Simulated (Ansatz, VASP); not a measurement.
SnO in VASP and in Ansatz

Contents of INCAR:

```
PREC     = Accurate       # precision mode
ENCUT    = 520            # plane-wave cutoff, eV
EDIFF    = 1E-6           # SCF threshold, eV
ISMEAR   = 0              # smearing method
SIGMA    = 0.15           # smearing width, eV
LREAL    = F              # projectors in reciprocal space
LASPH    = T              # aspherical terms in the spheres
NELM     = 60             # most SCF steps
ALGO     = Normal         # electronic algorithm
ISIF     = 2              # what is computed and relaxed
LWAVE    = F              # write WAVECAR
LCHARG   = F              # write CHGCAR
GGA      = PE             # functional
IVDW     = 12             # dispersion correction
NBANDS   = 28             # bands
```

The input KPOINTS:

```
regular mesh
0
Gamma
  14 14 12
```

File POSCAR:

```
SnO
1.0
    3.8020000000      0.0000000000      0.0000000000
    0.0000000000      3.8020000000      0.0000000000
    0.0000000000      0.0000000000      4.8360000000
Sn O
2 2
Direct
    0.0000000000      0.5000000000      0.2385000000
    0.5000000000      0.0000000000      0.7615000000
    0.0000000000      0.0000000000      0.0000000000
    0.5000000000      0.5000000000      0.0000000000
```

Input for Ansatz:

```yaml
crystal:
  lattice:
    - [3.802, 0.0, 0.0]
    - [0.0, 3.802, 0.0]
    - [0.0, 0.0, 4.836]
  atoms:
    - { symbol: Sn, position: [0.0, 0.5, 0.2385] }
    - { symbol: Sn, position: [0.5, 0.0, 0.7615] }
    - { symbol: O, position: [0.0, 0.0, 0.0] }
    - { symbol: O, position: [0.5, 0.5, 0.0] }
basis:
  ecutwfc: 650.0
kpoints:
  mp_grid: { grid: [14, 14, 12] }
hamiltonian:
  xc: pbe
  dispersion: d3bj
scf:
  occupations: { method: gaussian, width: 0.15 }
output:
  forces: true
  stress: true
  eigenvalues: true
  write_density: true
  write_potential: true
  elf: true
  volumetric_format: npy
```

Alike in both runs: task single point; functional PBE; dispersion D3(BJ); k mesh 14 × 14 × 12; occupations gaussian, width 0.15 eV; no spin polarisation.

|  | VASP | Ansatz |
| --- | --- | --- |
| version | VASP 6.6.1 | Ansatz 0.2.0 |
| potentials or method | VASP PAW PBE potentials, release 64 (Sn_d, O), cutoff 520 eV | scalar-relativistic, plane waves, PAW |
| valence electrons in the cell | 40 | 40 |

|  | VASP | Ansatz | Ansatz less VASP |
| --- | --- | --- | --- |
| pressure (GPa) | 2.3 | 2.0 | -0.29 |
| traceless stress, the component that is largest in VASP (GPa) | -0.79 | -0.80 | -0.005 |
| rms of the force components (eV/Å) | 0.185 | 0.147 | -0.0378 |

Atom by atom the forces differ by 0.038 eV/Å (rms over components).
